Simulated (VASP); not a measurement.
# LiF (P6_3mc) in VASP: a series of runs, part 2 of 2

VASP 6.6.1.

## (5) Single point, PBE (c/a of the conventional cell at fixed volume 1.4929)

File INCAR:

```
  ALGO = Normal
  EDIFF = 1E-6
  ENCUT = 520
  GGA = PE
  ISIF = 2
  ISMEAR = 0
  LASPH = True
  LCHARG = True
  LELF = True
  LREAL = False
  LVHAR = True
  LWAVE = False
  NBANDS = 18
  NELM = 60
  PREC = Accurate
  SIGMA = 0.05
```

File KPOINTS:

```
k-points
0
Gamma
  9 9 6
```

File POSCAR:

```
LiF
1.0
    3.1775711328      0.0000000000      0.0000000000
   -1.5887855664      2.7518573233      0.0000000000
    0.0000000000      0.0000000000      4.7437959441
Li F
2 2
Direct
    0.3333333333      0.6666666667      0.4218720114
    0.6666666667      0.3333333333      0.9218720114
    0.3333333333      0.6666666667      0.9939266766
    0.6666666667      0.3333333333      0.4939266766
```

Potentials or basis: VASP PAW PBE potentials, release 64 (Li_sv, F).

Launch:

```bash
cat potpaw_PBE.64/Li_sv/POTCAR potpaw_PBE.64/F/POTCAR > POTCAR
mpirun -np 1 vasp_std > vasp.out
```

OUTCAR:

```text
EDIFF = 1E-6
   ENCUT = 520
   GGA = PE
   ISIF = 2
   ISMEAR = 0
   LASPH = True
   LREAL = False
   NELM = 60
   PREC = Accurate

 ion  position               nearest neighbor table
   1  0.333  0.667  0.422-   4 1.87   4 1.87   4 1.87   3 2.03
   2  0.667  0.333  0.922-   3 1.87   3 1.87   3 1.87   4 2.03
   3  0.333  0.667  0.994-   2 1.87   2 1.87   2 1.87   1 2.03
   4  0.667  0.333  0.494-   1 1.87   1 1.87   1 1.87   2 2.03

  LATTYP: Found a hexagonal cell.
 ALAT       =     3.1775711328
 C/A-ratio  =     1.4929000000

  Lattice vectors:

 A1 = (   3.1775711328,   0.0000000000,   0.0000000000)
 A2 = (  -1.5887855664,   2.7518573233,   0.0000000000)
 A3 = (   0.0000000000,   0.0000000000,   4.7437959441)

Analysis of symmetry for initial positions (statically):
=====================================================================
 Subroutine PRICEL returns:
 Original cell was already a primitive cell.

 Routine SETGRP: Setting up the symmetry group for a
 hexagonal supercell.

 Subroutine GETGRP returns: Found 12 space group operations
 (whereof  6 operations were pure point group operations)
 out of a pool of 24 trial point group operations.

The static configuration has the point symmetry C_3v.
 The point group associated with its full space group is C_6v.

Analysis of symmetry for dynamics (positions and initial velocities):
=====================================================================
 Subroutine PRICEL returns:
 Original cell was already a primitive cell.

 Routine SETGRP: Setting up the symmetry group for a
 hexagonal supercell.

 Subroutine GETGRP returns: Found 12 space group operations
 (whereof  6 operations were pure point group operations)
 out of a pool of 24 trial point group operations.

The dynamic configuration has the point symmetry C_3v.
 The point group associated with its full space group is C_6v.

 Subroutine INISYM returns: Found 12 space group operations
 (whereof  6 operations are pure point group operations),
 and found     1 'primitive' translations

----------------------------------------------------------------------------------------

                                     Primitive cell

  volume of cell :      41.4808

  direct lattice vectors                    reciprocal lattice vectors
     3.177571133  0.000000000  0.000000000     0.314705779  0.181695466  0.000000000
    -1.588785566  2.751857323  0.000000000     0.000000000  0.363390933  0.000000000
     0.000000000  0.000000000  4.743795944     0.000000000  0.000000000  0.210801647

  length of vectors
     3.177571133  3.177571133  4.743795944     0.363390933  0.363390933  0.210801647

  position of ions in fractional coordinates (direct lattice)
     0.333333333  0.666666667  0.421872011
     0.666666667  0.333333333  0.921872011
     0.333333333  0.666666667  0.993926677
     0.666666667  0.333333333  0.493926677

  ion indices of the primitive-cell ions
   primitive index   ion index
                 1           1
                 2           2
                 3           3
                 4           4

[... 25 lines left out ...]

 Following reciprocal coordinates:
            Coordinates               Weight
  0.000000  0.000000  0.000000      1.000000
  0.111111 -0.000000  0.000000      6.000000
  0.222222  0.000000  0.000000      6.000000
  0.333333  0.000000  0.000000      6.000000
  0.444444  0.000000  0.000000      6.000000
  0.111111  0.111111  0.000000      6.000000
[... 16 lines left out ...]
  0.333333  0.222222  0.166667     24.000000
  0.333333  0.333333  0.166667      4.000000
 [... further k-points ...]
   k-points           NKPTS =     48   k-points in BZ     NKDIM =     48   number of bands    NBANDS=     18
   number of dos      NEDOS =    301   number of ions     NIONS =      4
   total plane-waves  NPLWV =  20736
   dimension x,y,z NGX =    24 NGY =   24 NGZ =   36
   dimension x,y,z NGXF=    48 NGYF=   48 NGZF=   72
   ions per type =               2   2
   NGX,Y,Z   is equivalent  to a cutoff of  12.56, 12.56, 12.62 a.u.
   NGXF,Y,Z  is equivalent  to a cutoff of  25.11, 25.11, 25.23 a.u.
 SYSTEM =  unknown system
   PREC   = accura    normal or accurate (medium, high low for compatibility)
   ISTART =      0    job   : 0-new  1-cont  2-samecut
   ICHARG =      2    charge: 1-file 2-atom 10-const
   ISPIN  =      1    spin polarized calculation?
   LNONCOLLINEAR =      F non collinear calculations
   LSORBIT =      F    spin-orbit coupling
   LASPH  =      T    aspherical Exc in radial PAW
   ENCUT  =  520.0 eV  38.22 Ry    6.18 a.u.   5.91  5.91  8.82*2*pi/ulx,y,z
   NELM   =     60;   NELMIN=  2; NELMDL= -5     # of ELM steps
   EDIFF  = 0.1E-05   stopping-criterion for ELM
   LREAL  =      F    real-space projection
   EDIFFG = 0.1E-04   stopping-criterion for IOM
   NSW    =      0    number of steps for IOM
   IBRION =     -1    ionic relax: 0-MD 1-quasi-New 2-CG
   NFREE  =      0    steps in history (QN), initial steepest desc. (CG)
   ISIF   =      2    stress and relaxation
   ISYM   =      2    0-nonsym 1-usesym 2-fastsym
   POTIM  = 0.5000    time-step for ionic-motion
   TEBEG  =    0.0;   TEEND  =   0.0 temperature during run
   PSTRESS=    0.0 pullay stress
   NELECT =      20.0000    total number of electrons
   NUPDOWN=      -1.0000    fix difference up-down
   EMIN   =  10.00;   EMAX   =-10.00  energy-range for DOS
   EFERMI =   0.00;   METHOD = LEGACY
   ISMEAR =     0;   SIGMA  =   0.05  broadening in eV -4-tet -1-fermi 0-gaus
   EFERMI_NEDOS =   21; number of points for ismear=-14 and -15
   IALGO  =     38    algorithm
   IMIX   =      4    mixing-type and parameters
     AMIX     =   0.40;   BMIX     =  1.00
     AMIX_MAG =   1.60;   BMIX_MAG =  1.00
  volume/ion in A,a.u.               =      10.37        69.98
  Fermi-wavevector in a.u.,A,eV,Ry     =   1.283716  2.425872 22.421420  1.647928
  Thomas-Fermi vector in A             =   2.415953
   LORBIT       =      0    0 simple, 1 ext, 2 COOP (PROOUT), +10 PAW based schemes
   GGA     = PE    functional components
   LHFCALC =     F    Hartree Fock is set to
   AEXX    =    0.0000 exact exchange contribution
   IVDW    =     0    specifies the selected vdW correction
   LEPSILON=     F    determine dielectric tensor
   LRPA    =     F    only Hartree local field effects (RPA)
 non-spin polarized calculation
 Gauss-broadening in eV      SIGMA  =   0.05
  energy-cutoff  :      520.00
  volume of cell :       41.48
 maximum number of plane-waves:      1132
 NGX is ok and might be reduce to    24

 number of electron      20.0000027 magnetization

 Free energy of the ion-electron system (eV)
  ---------------------------------------------------
  ext. energy  EPLUGINS =         0.00000000
  ---------------------------------------------------
  free energy    TOTEN  =       -19.26248231 eV

  energy without entropy =      -19.26248231  energy(sigma->0) =      -19.26248231

 E-fermi :  -2.1714     XC(G=0):  -8.6507

 val. band max:       -2.4403059544   @ k =   0.0000   0.0000   0.0000
 cond. band min:       4.9235444754   @ k =   0.0000   0.0000   0.0000
 fundamental gap:      7.3638504298
 Fermi energy:        -2.1714207271

 k-point     1 :       0.0000    0.0000    0.0000
  band No.  band energies     occupation
      1     -43.2624      2.00000
      2     -43.2285      2.00000
      3     -22.0170      2.00000
      4     -21.7027      2.00000
      5      -4.7694      2.00000
      6      -3.2211      2.00000
[... 481 lines left out ...]
      5      -4.5912      2.00000
      6      -3.7173      2.00000
[... 10 lines left out ...]
     17      15.4501      0.00000
     18      17.8665      0.00000

 [... further k-points ...]

------------------------ aborting loop because EDIFF is reached ----------------------------------------

  FORCE on cell =-STRESS in cart. coord.  units (eV):
  Direction    XX          YY          ZZ          XY          YZ          ZX
  --------------------------------------------------------------------------------------
  -------------------------------------------------------------------------------------
  Total        0.0891637      0.0891637     -0.5804662      0.0000000      0.0000000      0.0000000
  in kB        3.4439070      3.4439070    -22.4202433      0.0000000      0.0000000      0.0000000
  external PRESSURE =      -5.1774764 kB  Pullay stress =       0.0000000 kB

 VOLUME and BASIS-vectors are now :
 -----------------------------------------------------------------------------
  energy-cutoff  :      520.00
  volume of cell :       41.48
      direct lattice vectors                 reciprocal lattice vectors
     3.177571133  0.000000000  0.000000000     0.314705779  0.181695466  0.000000000
    -1.588785566  2.751857323  0.000000000     0.000000000  0.363390933  0.000000000
     0.000000000  0.000000000  4.743795944     0.000000000  0.000000000  0.210801647

 POSITION                                       TOTAL-FORCE (eV/Angst)
 -----------------------------------------------------------------------------------
     -0.00000      1.83457      2.00127        -0.000000     -0.000000     -0.192289
      1.58879      0.91729      4.37317         0.000000      0.000000     -0.192289
     -0.00000      1.83457      4.71499        -0.000000      0.000000      0.192289
      1.58879      0.91729      2.34309        -0.000000     -0.000000      0.192289
 -----------------------------------------------------------------------------------
    total drift:                                0.000002      0.000004     -0.000490

  FREE ENERGIE OF THE ION-ELECTRON SYSTEM (eV)
  ---------------------------------------------------
  free  energy   TOTEN  =       -19.2624823100 eV

  energy  without entropy=      -19.2624823100  energy(sigma->0) =      -19.26248231
```

It took 16 s on 1 thread of Intel Xeon Platinum 8488C (Sapphire Rapids), shared host; peak memory 0.16 GiB.

What came out:

| Quantity | Value |
| --- | --- |
| Free energy | -19.2625 eV |
| Largest force | 0.192 eV/Å |
| Band gap on the k mesh | 7.36 eV, direct |

Forces in eV/Å, atoms in the order of the input:
```
Li   0.000  0.000 -0.192
Li   0.000  0.000 -0.192
F    0.000  0.000  0.192
F    0.000  0.000  0.192
```

Caveat: the cutoff is under 1.25 times the usual one of these potentials, so pressure, stress and relaxed cells hold a basis-set (Pulay) error.

## (6) Single point, PBE (c/a of the conventional cell at fixed volume 1.4678)

File INCAR:

```
PREC = Accurate
ENCUT = 520
EDIFF = 1E-6
ISMEAR = 0
SIGMA = 0.05
LREAL = False
LASPH = True
NELM = 80
ALGO = Normal
ISIF = 2
LWAVE = False
LCHARG = False
GGA = PE
NBANDS = 18
```

File KPOINTS:

```
regular mesh
0
Gamma
  9 9 6
```

File POSCAR:

```
LiF
1.0
    3.1955814611      0.0000000000      0.0000000000
   -1.5977907305      2.7674547252      0.0000000000
    0.0000000000      0.0000000000      4.6904744686
Li F
2 2
Direct
    0.3333333333      0.6666666667      0.3300704633
    0.6666666667      0.3333333333      0.8300704633
    0.3333333333      0.6666666667      0.9939266766
    0.6666666667      0.3333333333      0.4939266766
```

Potentials or basis: VASP PAW PBE potentials, release 64 (Li_sv, F).

Launch:

```bash
cat potpaw_PBE.64/Li_sv/POTCAR potpaw_PBE.64/F/POTCAR > POTCAR
mpirun -np 1 vasp_std > vasp.out
```

It took 16 s on 1 thread of Intel Xeon Platinum 8488C (Sapphire Rapids), shared host; peak memory 0.16 GiB.

It converged, with:

| Quantity | Value |
| --- | --- |
| Free energy | -18.7268 eV |
| Largest force | 2.453 eV/Å |
| Band gap on the k mesh | 7.57 eV, direct |

Forces on the atoms (eV/Å):
```
Li   0.000  0.000  2.453
Li   0.000  0.000  2.453
F    0.000  0.000 -2.453
F    0.000  0.000 -2.453
```

Levels at points of the mesh, in eV from the valence-band top:
```tsv
k point	band 8	band 9	band 10	band 11	band 12	band 13
(0.00, 0.00, 0.00)	-0.17	0.00	0.00	7.57	12.18	15.12
(0.00, 0.00, 0.50)	-0.21	-0.21	-0.21	9.16	9.16	18.26
```

Caveat: the cutoff is under 1.25 times the usual one of these potentials, so pressure, stress and relaxed cells hold a basis-set (Pulay) error; forces of over 1 eV/Å act on the atoms, so gaps and moduli don't describe the material at rest. A k mesh can miss the band edges.

## (7) Overview

| cell | gap on the mesh (eV) | largest force (eV/Å) |
| --- | --- | --- |
| a = 3.047, b = 3.047, c = 5.160 Å, angles 90.0, 90.0, 120.0°, 4 atoms | 7.61 | 0.07 |
| a = 3.077, b = 3.077, c = 5.057 Å, angles 90.0, 90.0, 120.0°, 4 atoms | 7.63 | 0.13 |
| a = 3.178, b = 3.178, c = 4.744 Å, angles 90.0, 90.0, 120.0°, 4 atoms | 7.36 | 0.19 |
| a = 3.196, b = 3.196, c = 4.690 Å, angles 90.0, 90.0, 120.0°, 4 atoms | 7.57 | 2.45 |

Some of these runs hold the atoms at other places in the same cell, which the table doesn't show; runs alike in all that it shows share one row.

Alike in all rows: task single point; level PBE; potentials or basis VASP PAW PBE potentials, release 64 (Li_sv, F); no spin polarisation; k mesh 9 × 9 × 6; cutoff (eV) 520; smearing gaussian 0.05 eV.

Caveats: the cutoff is under 1.25 times the usual one of these potentials, so pressure, stress and relaxed cells hold a basis-set (Pulay) error; forces of over 1 eV/Å act on the atoms, so gaps and moduli don't describe the material at rest (some runs).

Total energies depend on the potentials used, so only differences within one code and one set of settings carry meaning.
